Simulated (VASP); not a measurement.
# PbSe in VASP: a series of runs, part 2 of 2

VASP 6.6.1. The steps go on from the part before.

**3. Relaxation of shape and atoms at fixed volume, PBE (30.79 Å³/atom)**

This run uses another cell than the first one, of 30.79 Å³/atom.

File INCAR:

```
SYSTEM = PbSe
ALGO     = Normal         ! electronic algorithm
EDIFF    = 1E-6           ! SCF threshold, eV
EDIFFG   = -0.01          ! ionic threshold
ENCUT    = 600            ! plane-wave cutoff, eV
GGA      = PE             ! functional
IBRION   = 2              ! ionic algorithm
ISIF     = 4              ! what is computed and relaxed
ISMEAR   = 0              ! smearing method
LASPH    = .True.         ! aspherical terms in the spheres
LCHARG   = .False.        ! write CHGCAR
LREAL    = .False.        ! projectors in reciprocal space
LWAVE    = .False.        ! write WAVECAR
NELM     = 60             ! most SCF steps
NSW      = 60             ! ionic steps
PREC     = Accurate       ! precision mode
SIGMA    = 0.05           ! smearing width, eV
```

File KPOINTS:

```
k-points
0
Gamma
  8 8 6
  0 0 0
```

File POSCAR:

```
PbSe
1.0
    4.2992775392      0.0000000000      0.0000000000
   -2.1496387696      3.7232835669      0.0000000000
    0.0000000000      0.0000000000      7.6946380998
Pb Se
2 2
Direct
    0.3333333333      0.6666666667      0.2500000000
    0.6666666667      0.3333333333      0.7500000000
    0.0000000000      0.0000000000      0.0000000000
    0.0000000000      0.0000000000      0.5000000000
```

Potentials or basis: VASP PAW PBE potentials, release 64 (Pb_d, Se).

Launch:

```bash
$ cat potpaw_PBE.64/Pb_d/POTCAR potpaw_PBE.64/Se/POTCAR > POTCAR
$ mpirun -np 1 vasp_std > vasp.out
```

Run time: 4.2 min. Hardware: 1 thread of Intel Xeon Platinum 8375C at 2.90GHz (Ice Lake), shared host; peak memory 0.36 GiB.

It converged, with:

```yaml
Free_energy: -16.0521 eV
Energy_gained_by_relaxing: 0.0 meV/atom
Ionic_steps: 3
Pressure_after_relaxing: -0.8 GPa
Band_gap_on_the_k_mesh: 0.30 eV (least direct gap 0.33 eV)
```

Step by step:
| step | energy change (eV) | largest force (eV/Å) | pressure (GPa) | volume (Å³) |
| --- | --- | --- | --- | --- |
| 1 | 0.0000 | 0.0000 | -0.84 | 123.17 |
| 2 | -0.0001 | 0.0000 | -0.83 | 123.17 |
| 3 | -0.0001 | 0.0000 | -0.82 | 123.17 |

Final structure:
```
CELL_PARAMETERS angstrom
4.30373 0.00000 0.00000
-2.15186 3.72714 0.00000
0.00000 0.00000 7.67874
ATOMIC_POSITIONS crystal
Pb 0.33333 0.66667 0.25000
Pb 0.66667 0.33333 0.75000
Se 0.00000 0.00000 0.00000
Se 0.00000 0.00000 0.50000
```

Levels at points of the mesh, in eV from the valence-band top:
```tsv
k point	band 18	band 19	band 20	band 21	band 22	band 23
(0.00, 0.00, 0.00)	-0.55	-0.55	0.00	1.26	2.45	2.45
(0.50, 0.00, 0.00)	-0.91	-0.32	-0.03	0.30	1.79	2.04
(0.00, 0.00, 0.50)	-0.96	-0.96	-0.96	3.12	3.12	3.38
(0.50, 0.00, 0.50)	-1.79	-1.77	-1.77	2.37	2.37	3.71
```

Caveat: spin-orbit coupling is left out, which moves the levels of the heavy elements. A k mesh can miss the band edges.

**4. Single point, PBE (30.79 Å³/atom)**

This run uses another cell than the first one, of 30.79 Å³/atom.

File INCAR:

```
PREC = Accurate ; ENCUT = 520
EDIFF = 1E-6 ; ISMEAR = 0
SIGMA = 0.05 ; LREAL = F
LASPH = T ; NELM = 100
ALGO = Normal ; ISIF = 2
LWAVE = F ; LCHARG = F
GGA = PE ; NBANDS = 28
```

File KPOINTS:

```
regular mesh
0
Gamma
  8 8 6
```

File POSCAR:

```
PbSe
1.0
    4.3049912193      0.0000000000      0.0000000000
   -2.1524956097      3.7282317590      0.0000000000
    0.0000000000      0.0000000000      7.6742266644
Pb Se
2 2
Direct
    0.3333333333      0.6666666667      0.2500000000
    0.6666666667      0.3333333333      0.7500000000
    0.0000000000      0.0000000000      0.0000000000
    0.0000000000      0.0000000000      0.5000000000
```

Launch:

```bash
$ cat potpaw_PBE.64/Pb_d/POTCAR potpaw_PBE.64/Se/POTCAR > POTCAR
$ mpirun -np 1 vasp_std > vasp.out
```

Run time: 88 s. Hardware: 1 thread of Intel Xeon Platinum 8488C (Sapphire Rapids), shared host; peak memory 0.29 GiB.

It converged, with:

| Item | Value |
| --- | --- |
| Free energy | -16.0521 eV |
| Pressure | -0.9 GPa |
| Band gap on the k mesh | 0.30 eV (least direct gap 0.33 eV) |

Levels at points of the mesh, in eV from the valence-band top:
```tsv
k point	band 18	band 19	band 20	band 21	band 22	band 23
(0.00, 0.00, 0.00)	-0.55	-0.55	0.00	1.27	2.45	2.45
(0.50, 0.00, 0.00)	-0.90	-0.31	-0.03	0.30	1.80	2.05
(0.00, 0.00, 0.50)	-0.95	-0.95	-0.95	3.12	3.12	3.38
(0.50, 0.00, 0.50)	-1.79	-1.77	-1.77	2.38	2.38	3.71
```

Caveat: spin-orbit coupling is left out, which moves the levels of the heavy elements. A k mesh can miss the band edges.

**5. Single point, PBE (31.40 Å³/atom)**

This run uses another cell than the first one, of 31.40 Å³/atom.

File INCAR:

```
PREC = Accurate
ENCUT = 520
EDIFF = 1E-6
ISMEAR = 0
SIGMA = 0.05
LREAL = False
LASPH = True
NELM = 80
ALGO = Normal
ISIF = 2
LWAVE = False
LCHARG = False
GGA = PE
NBANDS = 28
```

File KPOINTS:

```
Automatic mesh
0
Gamma
  8 8 6
```

File POSCAR:

```
PbSe
1.0
    4.3329464911      0.0000000000      0.0000000000
   -2.1664732455      3.7524417345      0.0000000000
    0.0000000000      0.0000000000      7.7240607015
Pb Se
2 2
Direct
    0.3333333333      0.6666666667      0.2500000000
    0.6666666667      0.3333333333      0.7500000000
    0.0000000000      0.0000000000      0.0000000000
    0.0000000000      0.0000000000      0.5000000000
```

Launch:

```bash
$ cat potpaw_PBE.64/Pb_d/POTCAR potpaw_PBE.64/Se/POTCAR > POTCAR
$ mpirun -np 1 vasp_std > vasp.out
```

Wall time 84 s (1 thread of Intel Xeon Platinum 8488C (Sapphire Rapids), shared host); peak memory 0.3 GiB.

The run converged. Its results:

| Quantity | Value |
| --- | --- |
| Free energy | -16.0340 eV |
| Pressure | -1.6 GPa |
| Band gap on the k mesh | 0.36 eV (least direct gap 0.39 eV) |

Stress tensor (GPa, compression positive):
```
-1.58  0.00  0.00
 0.00 -1.58  0.00
 0.00  0.00 -1.72
```

Levels at points of the mesh, in eV from the valence-band top:
| k point | band 18 | band 19 | band 20 | band 21 | band 22 | band 23 |
| --- | --- | --- | --- | --- | --- | --- |
| (0.00, 0.00, 0.00) | -0.48 | -0.48 | 0.00 | 1.28 | 2.47 | 2.47 |
| (0.50, 0.00, 0.00) | -0.83 | -0.26 | -0.03 | 0.36 | 1.83 | 2.08 |
| (0.00, 0.00, 0.50) | -0.88 | -0.88 | -0.88 | 3.10 | 3.10 | 3.38 |
| (0.50, 0.00, 0.50) | -1.71 | -1.67 | -1.67 | 2.41 | 2.41 | 3.70 |

Caveat: spin-orbit coupling is left out, which moves the levels of the heavy elements.

**6. Single point, PBE (32.30 Å³/atom)**

This run uses another cell than the first one, of 32.30 Å³/atom.

File INCAR:

```
PREC     = Accurate       # precision mode
ENCUT    = 520            # plane-wave cutoff, eV
EDIFF    = 1E-6           # SCF threshold, eV
ISMEAR   = 0              # smearing method
SIGMA    = 0.05           # smearing width, eV
LREAL    = F              # projectors in reciprocal space
LASPH    = T              # aspherical terms in the spheres
NELM     = 80             # most SCF steps
ALGO     = Normal         # electronic algorithm
ISIF     = 2              # what is computed and relaxed
LWAVE    = F              # write WAVECAR
LCHARG   = T              # write CHGCAR
GGA      = PE             # functional
LELF     = T              # ELF
LVHAR    = T            
NBANDS   = 28             # bands
```

KPOINTS is that of step 5.

File POSCAR:

```
PbSe
1.0
    4.3862760888      0.0000000000      0.0000000000
   -2.1931380444      3.7986265209      0.0000000000
    0.0000000000      0.0000000000      7.7548042475
Pb Se
2 2
Direct
    0.3333333333      0.6666666667      0.2500000000
    0.6666666667      0.3333333333      0.7500000000
    0.0000000000      0.0000000000      0.0000000000
    0.0000000000      0.0000000000      0.5000000000
```

Potentials or basis: VASP PAW PBE potentials, release 64 (Pb_d, Se).

Launch:

```bash
$ cat potpaw_PBE.64/Pb_d/POTCAR potpaw_PBE.64/Se/POTCAR > POTCAR
$ mpirun -np 1 vasp_std > vasp.out
```

Wall time 1.8 min (1 thread of Intel Xeon Platinum 8488C (Sapphire Rapids), shared host); peak memory 0.32 GiB.

The run converged. Its results:

```
Free energy            : -15.9873 eV
Pressure               : -2.6 GPa
Band gap on the k mesh : 0.48 eV
```

Stress tensor (GPa, compression positive):
```
-2.61  0.00  0.00
 0.00 -2.61  0.00
 0.00  0.00 -2.53
```

Levels at points of the mesh, in eV from the valence-band top:
| k point | band 16 | band 17 | band 18 | band 19 | band 20 | band 21 | band 22 | band 23 | band 24 | band 25 |
| --- | --- | --- | --- | --- | --- | --- | --- | --- | --- | --- |
| (0.00, 0.00, 0.00) | -1.08 | -1.08 | -0.39 | -0.39 | -0.02 | 1.29 | 2.47 | 2.47 | 4.47 | 4.47 |
| (0.50, 0.00, 0.00) | -3.06 | -2.07 | -0.72 | -0.12 | 0.00 | 0.48 | 1.90 | 2.13 | 4.25 | 5.25 |
| (0.00, 0.00, 0.50) | -0.86 | -0.79 | -0.79 | -0.79 | -0.79 | 3.05 | 3.05 | 3.37 | 3.37 | 3.37 |
| (0.50, 0.00, 0.50) | -2.65 | -1.57 | -1.57 | -1.55 | -1.55 | 2.49 | 2.49 | 3.70 | 3.70 | 4.09 |

Caveat: spin-orbit coupling is left out, which moves the levels of the heavy elements. A k mesh can miss the band edges.

**7. Summary**

```csv
task,cell,cutoff (eV),gap on the mesh (eV),pressure (GPa)
single point,"a = 4.271, b = 4.271, c = 7.644 Å, angles 89.5, 90.0, 120.0°, 4 atoms",520,0.21,0.0
relaxation of shape and atoms at fixed volume,"relaxed from a = 4.299, b = 4.299, c = 7.695 Å, angles 90.0, 90.0, 120.0°, 4 atoms",600,0.30,-0.8
single point,"a = 4.305, b = 4.305, c = 7.674 Å, angles 90.0, 90.0, 120.0°, 4 atoms",520,0.30,-0.9
single point,"a = 4.333, b = 4.333, c = 7.724 Å, angles 90.0, 90.0, 120.0°, 4 atoms",520,0.36,-1.6
single point,"a = 4.386, b = 4.386, c = 7.755 Å, angles 90.0, 90.0, 120.0°, 4 atoms",520,0.48,-2.6
```

Alike in all rows: level PBE; potentials or basis VASP PAW PBE potentials, release 64 (Pb_d, Se); no spin polarisation; k mesh 8 × 8 × 6; smearing gaussian 0.05 eV.

Caveats: spin-orbit coupling is left out, which moves the levels of the heavy elements.

Total energies depend on the potentials used, so only differences within one code and one set of settings carry meaning.
